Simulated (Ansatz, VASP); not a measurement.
**One calculation of H, two programs**

Contents of INCAR:

```
PREC = Accurate
ENCUT = 520
EDIFF = 1E-7
ISMEAR = -1
SIGMA = 0.05
LREAL = Auto
LASPH = True
NELM = 80
ALGO = Normal
ISIF = 2
LWAVE = False
LCHARG = False
GGA = PE
IVDW = 12
IBRION = 2
NSW = 35
EDIFFG = -0.3
```

KPOINTS

```
regular mesh
0
Gamma
  1 1 1
```

The input POSCAR:

```
H
1.0
    6.6038540000      0.0000000000      0.0000000000
    0.0000000000      6.6038540000      0.0000000000
    0.0000000000      0.0000000000      6.6038540000
H
24
Direct
    0.1582698000      0.9395404000      0.4408059000
    0.1946937000      1.0414403000      0.4681958000
    0.8748070000      0.5333457000      0.1613405000
    0.9479657000      0.4492537000      0.1552700000
    0.2025278000      0.9819304000      0.1545748000
    0.1478854000      0.9057568000      0.0939753000
    0.6339612000      0.3475574000      0.4566681000
    0.5595409000      0.2650398000      0.4460401000
    0.7779543000      0.8907679000      0.9447392000
    0.7416556000      0.8091313000      0.8778186000
    0.3929736000      0.3339091000      0.8185344000
    0.4015882000      0.2265026000      0.8476912000
    0.0054400000     -0.0427758000      0.7739693000
    0.0086069000      0.0648633000      0.7445706000
    0.3056943000      0.5384693000      0.2891576000
    0.3180388000      0.5316035000      0.1784283000
    0.5524757000      0.3578764000      0.0682630000
    0.5991339000      0.2597438000      0.0426991000
    0.7924977000      0.8947761000      0.5565430000
    0.8350211000      0.9446182000      0.4661659000
    0.2034002000      0.5498447000      0.7503622000
    0.2862250000      0.6051912000      0.8007341000
    0.4563633000      0.7994744000      0.2740332000
    0.5155865000      0.7673654000      0.1850268000
```

Input for Ansatz:

```yaml
accuracy: low
crystal:
  lattice:
    - [6.603854, 0.0, 0.0]
    - [0.0, 6.603854, 0.0]
    - [0.0, 0.0, 6.603854]
  atoms:
    - { symbol: H, position: [0.1582698, 0.9395404, 0.4408059] }
    - { symbol: H, position: [0.1946937, 1.0414403, 0.4681958] }
    - { symbol: H, position: [0.874807, 0.5333457, 0.1613405] }
    - { symbol: H, position: [0.9479657, 0.4492537, 0.15527] }
    - { symbol: H, position: [0.2025278, 0.9819304, 0.1545748] }
    - { symbol: H, position: [0.1478854, 0.9057568, 0.0939753] }
    - { symbol: H, position: [0.6339612, 0.3475574, 0.4566681] }
    - { symbol: H, position: [0.5595409, 0.2650398, 0.4460401] }
    - { symbol: H, position: [0.7779543, 0.8907679, 0.9447392] }
    - { symbol: H, position: [0.7416556, 0.8091313, 0.8778186] }
    - { symbol: H, position: [0.3929736, 0.3339091, 0.8185344] }
    - { symbol: H, position: [0.4015882, 0.2265026, 0.8476912] }
    - { symbol: H, position: [0.00544, -0.0427758, 0.7739693] }
    - { symbol: H, position: [0.0086069, 0.0648633, 0.7445706] }
    - { symbol: H, position: [0.3056943, 0.5384693, 0.2891576] }
    - { symbol: H, position: [0.3180388, 0.5316035, 0.1784283] }
    - { symbol: H, position: [0.5524757, 0.3578764, 0.068263] }
    - { symbol: H, position: [0.5991339, 0.2597438, 0.0426991] }
    - { symbol: H, position: [0.7924977, 0.8947761, 0.556543] }
    - { symbol: H, position: [0.8350211, 0.9446182, 0.4661659] }
    - { symbol: H, position: [0.2034002, 0.5498447, 0.7503622] }
    - { symbol: H, position: [0.286225, 0.6051912, 0.8007341] }
    - { symbol: H, position: [0.4563633, 0.7994744, 0.2740332] }
    - { symbol: H, position: [0.5155865, 0.7673654, 0.1850268] }
basis:
  ecutwfc: 420.0
kpoints:
  mp_grid: { grid: [1, 1, 1] }
hamiltonian:
  xc: pbe
  dispersion: d3bj
scf:
  occupations: { method: fermi_dirac, width: 0.05 }
  lower_state_search: "off"
relax:
  f_tol: 0.3
  max_steps: 15
  adjacent_minimum: "off"
output:
  write_density: true
  write_potential: true
  elf: true
  volumetric_format: npy
```

Alike in both runs: task relaxation of the atoms; functional PBE; dispersion D3(BJ); k mesh 1 × 1 × 1; occupations fermi-dirac, width 0.05 eV; no spin polarisation.

|  | VASP | Ansatz |
| --- | --- | --- |
| version | VASP 6.6.1 | Ansatz 0.2.0 |
| potentials or method | VASP PAW PBE potentials, release 64 (H), cutoff 520 eV | scalar-relativistic, plane waves, PAW |
| valence electrons in the cell | 24 | 24 |

|  | VASP | Ansatz | Ansatz less VASP |
| --- | --- | --- | --- |
| gap on the k mesh at the Fermi level, each at its own relaxed structure (eV) | 8.26 | 8.56 | +0.297 |

Ansatz's warnings: xc potential rough in thin density.
